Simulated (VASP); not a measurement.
# F (C2/m) in VASP: notebook

Runs on F. Level: PBEsol. Tasks: single point.

All numbers are computed with VASP 6.6.1; they aren't measurements. Logs are shortened: lines on timing, memory, paths and dates and some standing lists are left out, and cuts for length are marked.

## 1. The cell of the first run

Symmetry: C2/m, No. 12, monoclinic system. The conventional cell has a = 5.914 Å, b = 3.389 Å, c = 7.139 Å, α = 90.00°, β = 112.50°, γ = 90.00°. F (site symmetry m) has 1 F at 1.37 Å within 1.8 Å. F (site symmetry m) has 1 F at 1.33 Å within 1.8 Å.

## 2. Single point, PBEsol

Input file INCAR:

```
SYSTEM = F
  PREC = Accurate
  ENCUT = 520
  EDIFF = 1E-6
  ISMEAR = 0
  SIGMA = 0.05
  LREAL = .FALSE.
  LASPH = .TRUE.
  NELM = 100
  ALGO = Normal
  ISIF = 2
  LWAVE = .FALSE.
  LCHARG = .FALSE.
  GGA = PS
  NBANDS = 22
```

Input file KPOINTS:

```
Automatic mesh
0
G
  4 4 2
  0 0 0
```

Input file POSCAR:

```
F
1.0
    2.9484629692     -1.6945827202     -0.2274109001
    2.9484629692      1.6945827202     -0.2274109001
   -2.2170189184      0.0000000000      6.7863396219
F
4
Direct
    0.0848459664      0.0848459664      0.0979998919
    0.9151540336      0.9151540336      0.9020001081
    0.5015719855      0.5015719855      0.5937195244
    0.4984280145      0.4984280145      0.4062804756
```

Potentials or basis: VASP PAW PBE potentials, release 64 (F).

On the command line:

```bash
> cat potpaw_PBE.64/F/POTCAR > POTCAR
> mpirun -np 1 vasp_std > vasp.out
```

OUTCAR:

```text
SYSTEM = F
   PREC = Accurate
   ENCUT = 520
   EDIFF = 1E-6
   ISMEAR = 0
   LREAL = .FALSE.
   LASPH = .TRUE.
   NELM = 100
   ISIF = 2
   GGA = PS

 ion  position               nearest neighbor table
   1  0.085  0.085  0.098-   2 1.37
   2  0.915  0.915  0.902-   1 1.37
   3  0.502  0.502  0.594-   4 1.33
   4  0.498  0.498  0.406-   3 1.33

  LATTYP: Found a base centered monoclinic cell.
 ALAT       =     5.9144398207
 B/A-ratio  =     0.5730323654
 C/A-ratio  =     1.2070962569
 COS(beta)  =    -0.3827161857

  Lattice vectors:

 A1 = (   2.9484629692,  -1.6945827202,  -0.2274109001)
 A2 = (   2.9484629692,   1.6945827202,  -0.2274109001)
 A3 = (  -2.2170189184,   0.0000000000,   6.7863396219)

Analysis of symmetry for initial positions (statically):
=====================================================================
 Subroutine PRICEL returns:
 Original cell was already a primitive cell.

 Routine SETGRP: Setting up the symmetry group for a
 base centered monoclinic supercell.

 Subroutine GETGRP returns: Found  4 space group operations
 (whereof  4 operations were pure point group operations)
 out of a pool of  4 trial point group operations.

The static configuration has the point symmetry C_2h.

Analysis of symmetry for dynamics (positions and initial velocities):
=====================================================================
 Subroutine PRICEL returns:
 Original cell was already a primitive cell.

 Routine SETGRP: Setting up the symmetry group for a
 base centered monoclinic supercell.

 Subroutine GETGRP returns: Found  4 space group operations
 (whereof  4 operations were pure point group operations)
 out of a pool of  4 trial point group operations.

The dynamic configuration has the point symmetry C_2h.

 Subroutine INISYM returns: Found  4 space group operations
 (whereof  4 operations are pure point group operations),
 and found     1 'primitive' translations

----------------------------------------------------------------------------------------

                                     Primitive cell

  volume of cell :      66.1060

[... 75 lines left out ...]
   ISPIN  =      1    spin polarized calculation?
   LNONCOLLINEAR =      F non collinear calculations
   LSORBIT =      F    spin-orbit coupling
   LASPH  =      T    aspherical Exc in radial PAW
   ENCUT  =  520.0 eV  38.22 Ry    6.18 a.u.   6.34  6.34 13.27*2*pi/ulx,y,z
   NELM   =    100;   NELMIN=  2; NELMDL= -5     # of ELM steps
   EDIFF  = 0.1E-05   stopping-criterion for ELM
   LREAL  =      F    real-space projection
   EDIFFG = 0.1E-04   stopping-criterion for IOM
   NSW    =      0    number of steps for IOM
   IBRION =     -1    ionic relax: 0-MD 1-quasi-New 2-CG
   NFREE  =      0    steps in history (QN), initial steepest desc. (CG)
   ISIF   =      2    stress and relaxation
   ISYM   =      2    0-nonsym 1-usesym 2-fastsym
   POTIM  = 0.5000    time-step for ionic-motion
   TEBEG  =    0.0;   TEEND  =   0.0 temperature during run
   PSTRESS=    0.0 pullay stress
   NELECT =      28.0000    total number of electrons
   NUPDOWN=      -1.0000    fix difference up-down
   EMIN   =  10.00;   EMAX   =-10.00  energy-range for DOS
   EFERMI =   0.00;   METHOD = LEGACY
   ISMEAR =     0;   SIGMA  =   0.05  broadening in eV -4-tet -1-fermi 0-gaus
   EFERMI_NEDOS =   21; number of points for ismear=-14 and -15
   IALGO  =     38    algorithm
   IMIX   =      4    mixing-type and parameters
     AMIX     =   0.40;   BMIX     =  1.00
     AMIX_MAG =   1.60;   BMIX_MAG =  1.00
  volume/ion in A,a.u.               =      16.53       111.53
  Fermi-wavevector in a.u.,A,eV,Ry     =   1.229459  2.323340 20.566135  1.511568
  Thomas-Fermi vector in A             =   2.364345
   LORBIT       =      0    0 simple, 1 ext, 2 COOP (PROOUT), +10 PAW based schemes
   GGA     = PS    functional components
   LHFCALC =     F    Hartree Fock is set to
   AEXX    =    0.0000 exact exchange contribution
   IVDW    =     0    specifies the selected vdW correction
   LEPSILON=     F    determine dielectric tensor
   LRPA    =     F    only Hartree local field effects (RPA)
 non-spin polarized calculation
 Gauss-broadening in eV      SIGMA  =   0.05
  energy-cutoff  :      520.00
  volume of cell :       66.11
 maximum number of plane-waves:      1786
 NGX is ok and might be reduce to    28
   NGX = 13   NGY = 13   NGZ = 27

 number of electron      27.9999999 magnetization

 Free energy of the ion-electron system (eV)
  ---------------------------------------------------
  ext. energy  EPLUGINS =         0.00000000
  ---------------------------------------------------
  free energy    TOTEN  =        -7.62001613 eV

  energy without entropy =       -7.62001613  energy(sigma->0) =       -7.62001613

 E-fermi :  -4.6729     XC(G=0):  -7.3979

 val. band max:       -4.9200155259   @ k =   0.5000   0.5000   0.0000
 cond. band min:      -1.5074808554   @ k =   0.0000   0.0000   0.0000
 fundamental gap:      3.4125346704
 Fermi energy:        -4.6728745233

 k-point     1 :       0.0000    0.0000    0.0000
  band No.  band energies     occupation
      1     -31.4550      2.00000
      2     -30.5495      2.00000
      3     -23.4681      2.00000
      4     -23.0412      2.00000
      5     -12.2654      2.00000
      6     -11.3531      2.00000
[... 339 lines left out ...]
     21      10.3873      0.00000
     22      10.7010      0.00000

------------------------ aborting loop because EDIFF is reached ----------------------------------------

  FORCE on cell =-STRESS in cart. coord.  units (eV):
  Direction    XX          YY          ZZ          XY          YZ          ZX
  --------------------------------------------------------------------------------------
  -------------------------------------------------------------------------------------
  Total        0.7175941     -0.1693640      6.5350551      0.0000000      0.0000000     -0.5161146
  in kB       17.3919610     -4.1047894    158.3867899      0.0000000      0.0000000    -12.5088046
  external PRESSURE =      57.2246539 kB  Pullay stress =       0.0000000 kB

 VOLUME and BASIS-vectors are now :
 -----------------------------------------------------------------------------
  energy-cutoff  :      520.00
  volume of cell :       66.11
      direct lattice vectors                 reciprocal lattice vectors
     2.948462969 -1.694582720 -0.227410900     0.173963239 -0.295057889  0.056831785
     2.948462969  1.694582720 -0.227410900     0.173963239  0.295057889  0.056831785
    -2.217018918  0.000000000  6.786339622     0.011659050  0.000000000  0.151163719

 POSITION                                       TOTAL-FORCE (eV/Angst)
 -----------------------------------------------------------------------------------
      0.28306      0.00000      0.62647         0.696910      0.000000      1.475628
      3.39684      0.00000      5.70505        -0.696910      0.000000     -1.475628
      1.64145      0.00000      3.80106        -1.134753      0.000000      3.604912
      2.03846      0.00000      2.53046         1.134753      0.000000     -3.604912
 -----------------------------------------------------------------------------------
    total drift:                                0.000000     -0.000000     -0.000000

  FREE ENERGIE OF THE ION-ELECTRON SYSTEM (eV)
  ---------------------------------------------------
  free  energy   TOTEN  =        -7.6200161297 eV

  energy  without entropy=       -7.6200161297  energy(sigma->0) =       -7.62001613
```

Run time: 39 s. Hardware: 1 thread of Intel Xeon 6975P-C, shared host; peak memory 0.18 GiB.

What came out:

* Free energy: -7.6200 eV
* Pressure: 5.7 GPa
* Largest force: 3.779 eV/Å
* Band gap on the k mesh: 3.41 eV, indirect (least direct gap 3.55 eV)

Forces on the atoms (eV/Å):
```
F    0.697  0.000  1.476
F   -0.697  0.000 -1.476
F   -1.135  0.000  3.605
F    1.135  0.000 -3.605
```

Stress tensor (GPa, compression positive):
```
 1.74  0.00 -1.25
 0.00 -0.41  0.00
-1.25  0.00 15.84
```

Caveat: the k points lie up to 0.55 Å⁻¹ apart; the PAW data sets were made with another functional, which shifts forces and pressure a little.

## 3. Single point, PBEsol

Input file INCAR:

```
SYSTEM = F
  PREC = Accurate
  ENCUT = 520
  EDIFF = 1E-6
  ISMEAR = 0
  SIGMA = 0.05
  LREAL = .False.
  LASPH = .True.
  NELM = 80
  ALGO = Normal
  ISIF = 2
  LWAVE = .False.
  LCHARG = .False.
  GGA = PS
  NBANDS = 22
```

Input file KPOINTS:

```
Automatic mesh
0
Gamma
  4 4 2
  0 0 0
```

Edit POSCAR of step 2 so:

```diff
@@ -8,4 +8,4 @@
 Direct
-    0.0848459664      0.0848459664      0.0979998919
-    0.9151540336      0.9151540336      0.9020001081
+    0.0848459664      0.0848459664      0.1139841296
+    0.9151540336      0.9151540336      0.8860158704
     0.5015719855      0.5015719855      0.5937195244
```

Potentials or basis: VASP PAW PBE potentials, release 64 (F).

On the command line:

```bash
> cat potpaw_PBE.64/F/POTCAR > POTCAR
> mpirun -np 1 vasp_std > vasp.out
```

OUTCAR:

```text
SYSTEM = F
   PREC = Accurate
   ENCUT = 520
   EDIFF = 1E-6
   ISMEAR = 0
   LREAL = .False.
   LASPH = .True.
   NELM = 80
   ISIF = 2
   GGA = PS

 ion  position               nearest neighbor table
   1  0.085  0.085  0.114-   2 1.55
   2  0.915  0.915  0.886-   1 1.55
   3  0.502  0.502  0.594-   4 1.33
   4  0.498  0.498  0.406-   3 1.33

  LATTYP: Found a base centered monoclinic cell.
 ALAT       =     5.9144398207
 B/A-ratio  =     0.5730323654
 C/A-ratio  =     1.2070962569
 COS(beta)  =    -0.3827161857

  Lattice vectors:

 A1 = (   2.9484629692,  -1.6945827202,  -0.2274109001)
 A2 = (   2.9484629692,   1.6945827202,  -0.2274109001)
 A3 = (  -2.2170189184,   0.0000000000,   6.7863396219)

Analysis of symmetry for initial positions (statically):
=====================================================================
 Subroutine PRICEL returns:
 Original cell was already a primitive cell.

 Routine SETGRP: Setting up the symmetry group for a
 base centered monoclinic supercell.

 Subroutine GETGRP returns: Found  4 space group operations
 (whereof  4 operations were pure point group operations)
 out of a pool of  4 trial point group operations.

The static configuration has the point symmetry C_2h.

Analysis of symmetry for dynamics (positions and initial velocities):
=====================================================================
 Subroutine PRICEL returns:
 Original cell was already a primitive cell.

 Routine SETGRP: Setting up the symmetry group for a
 base centered monoclinic supercell.

 Subroutine GETGRP returns: Found  4 space group operations
 (whereof  4 operations were pure point group operations)
 out of a pool of  4 trial point group operations.

The dynamic configuration has the point symmetry C_2h.
[... 106 lines left out ...]
   EFERMI =   0.00;   METHOD = LEGACY
   ISMEAR =     0;   SIGMA  =   0.05  broadening in eV -4-tet -1-fermi 0-gaus
   EFERMI_NEDOS =   21; number of points for ismear=-14 and -15
   IALGO  =     38    algorithm
   IMIX   =      4    mixing-type and parameters
     AMIX     =   0.40;   BMIX     =  1.00
     AMIX_MAG =   1.60;   BMIX_MAG =  1.00
  volume/ion in A,a.u.               =      16.53       111.53
  Fermi-wavevector in a.u.,A,eV,Ry     =   1.229459  2.323340 20.566135  1.511568
  Thomas-Fermi vector in A             =   2.364345
   LORBIT       =      0    0 simple, 1 ext, 2 COOP (PROOUT), +10 PAW based schemes
   GGA     = PS    functional components
   LHFCALC =     F    Hartree Fock is set to
   AEXX    =    0.0000 exact exchange contribution
   IVDW    =     0    specifies the selected vdW correction
   LEPSILON=     F    determine dielectric tensor
   LRPA    =     F    only Hartree local field effects (RPA)
 non-spin polarized calculation
 Gauss-broadening in eV      SIGMA  =   0.05
  energy-cutoff  :      520.00
  volume of cell :       66.11
 maximum number of plane-waves:      1786
 NGX is ok and might be reduce to    28
   NGX = 13   NGY = 13   NGZ = 27

 number of electron      27.9999991 magnetization

 Free energy of the ion-electron system (eV)
  ---------------------------------------------------
  ext. energy  EPLUGINS =         0.00000000
  ---------------------------------------------------
  free energy    TOTEN  =        -7.41106285 eV

  energy without entropy =       -7.41106285  energy(sigma->0) =       -7.41106285

 E-fermi :  -4.9861     XC(G=0):  -7.4661

 val. band max:       -5.2272175940   @ k =   0.5000   0.5000   0.0000
 cond. band min:      -3.5852336714   @ k =   0.0000   0.0000   0.0000
 fundamental gap:      1.6419839225
 Fermi energy:        -4.9860954764

 k-point     1 :       0.0000    0.0000    0.0000
  band No.  band energies     occupation
      1     -31.7827      2.00000
      2     -28.2890      2.00000
      3     -24.1915      2.00000
      4     -23.4169      2.00000
      5     -12.3789      2.00000
      6     -10.5695      2.00000
[... 339 lines left out ...]
     21      10.7025      0.00000
     22      10.8708      0.00000

------------------------ aborting loop because EDIFF is reached ----------------------------------------

  FORCE on cell =-STRESS in cart. coord.  units (eV):
  Direction    XX          YY          ZZ          XY          YZ          ZX
  --------------------------------------------------------------------------------------
  -------------------------------------------------------------------------------------
  Total       -0.2831542     -0.1593464      0.3417353      0.0000000      0.0000000     -2.8064295
  in kB       -6.8626641     -3.8619979      8.2824648      0.0000000      0.0000000    -68.0179978
  external PRESSURE =      -0.8140657 kB  Pullay stress =       0.0000000 kB

 VOLUME and BASIS-vectors are now :
 -----------------------------------------------------------------------------
  energy-cutoff  :      520.00
  volume of cell :       66.11
      direct lattice vectors                 reciprocal lattice vectors
     2.948462969 -1.694582720 -0.227410900     0.173963239 -0.295057889  0.056831785
     2.948462969  1.694582720 -0.227410900     0.173963239  0.295057889  0.056831785
    -2.217018918  0.000000000  6.786339622     0.011659050  0.000000000  0.151163719

 POSITION                                       TOTAL-FORCE (eV/Angst)
 -----------------------------------------------------------------------------------
      0.24763      0.00000      0.73495        -0.840952      0.000000     -2.834575
      3.43228      0.00000      5.59657         0.840952      0.000000      2.834575
      1.64145      0.00000      3.80106        -1.046109      0.000000      3.575753
      2.03846      0.00000      2.53046         1.046109      0.000000     -3.575753
 -----------------------------------------------------------------------------------
    total drift:                                0.000000     -0.000000     -0.000000

  FREE ENERGIE OF THE ION-ELECTRON SYSTEM (eV)
  ---------------------------------------------------
  free  energy   TOTEN  =        -7.4110628451 eV

  energy  without entropy=       -7.4110628451  energy(sigma->0) =       -7.41106285
```

OSZICAR:

```text
N       E                     dE             d eps       ncg     rms          rms(c)
DAV:   1     0.171001787481E+03    0.17100E+03   -0.15660E+04   624   0.118E+03
DAV:   2    -0.922672004316E+00   -0.17192E+03   -0.16663E+03   816   0.286E+02
DAV:   3    -0.907773140240E+01   -0.81551E+01   -0.81115E+01   700   0.607E+01
DAV:   4    -0.912772654756E+01   -0.49995E-01   -0.49993E-01   664   0.543E+00
DAV:   5    -0.912802092372E+01   -0.29438E-03   -0.29438E-03   694   0.395E-01    0.110E+01
DAV:   6    -0.786996657902E+01    0.12581E+01   -0.46116E-01   670   0.663E+00    0.622E+00
DAV:   7    -0.741606159578E+01    0.45390E+00   -0.61085E-01   682   0.727E+00    0.690E-01
DAV:   8    -0.741133300468E+01    0.47286E-02   -0.71830E-02   652   0.201E+00    0.154E-01
DAV:   9    -0.741114001255E+01    0.19299E-03   -0.16940E-03   706   0.340E-01    0.599E-02
DAV:  10    -0.741107059703E+01    0.69416E-04   -0.23380E-04   724   0.120E-01    0.257E-02
DAV:  11    -0.741105471054E+01    0.15886E-04   -0.20419E-04   670   0.116E-01    0.109E-02
DAV:  12    -0.741106200938E+01   -0.72988E-05   -0.17038E-05   652   0.315E-02    0.412E-03
DAV:  13    -0.741106284506E+01   -0.83568E-06   -0.17353E-06   452   0.125E-02
   1 F= -.74110628E+01 E0= -.74110628E+01  d E =-.700358E-13
```

stdout:

```text
POSCAR found type information on POSCAR F
 POSCAR found :  1 types and       4 ions
 scaLAPACK will be used
 -----------------------------------------------------------------------------
|                                                                             |
|                                                                             |
|     You enforced a specific xc type in the INCAR file but a different       |
|     I HOPE YOU KNOW WHAT YOU ARE DOING!                                     |
|                                                                             |
 -----------------------------------------------------------------------------

 LDA part: xc-table for (Slater+PW92), standard interpolation
 POSCAR, INCAR and KPOINTS ok, starting setup
 FFT: planning ... GRIDC
 FFT: planning ... GRID_SOFT
 FFT: planning ... GRID
 WAVECAR not read
 entering main loop
```

Run time: 34 s. Hardware: 1 thread of Intel Xeon 6975P-C, shared host; peak memory 0.18 GiB.

Results:

```yaml
Free_energy: -7.4111 eV
Pressure: -0.1 GPa
Largest_force: 3.726 eV/Å
Band_gap_on_the_k_mesh: 1.64 eV, indirect (least direct gap 1.74 eV)
```

Forces on the atoms (eV/Å):
```
F   -0.841  0.000 -2.835
F    0.841  0.000  2.835
F   -1.046  0.000  3.576
F    1.046  0.000 -3.576
```

Caveat: the k points lie up to 0.55 Å⁻¹ apart; the PAW data sets were made with another functional, which shifts forces and pressure a little.

[end of part 1 of 2]
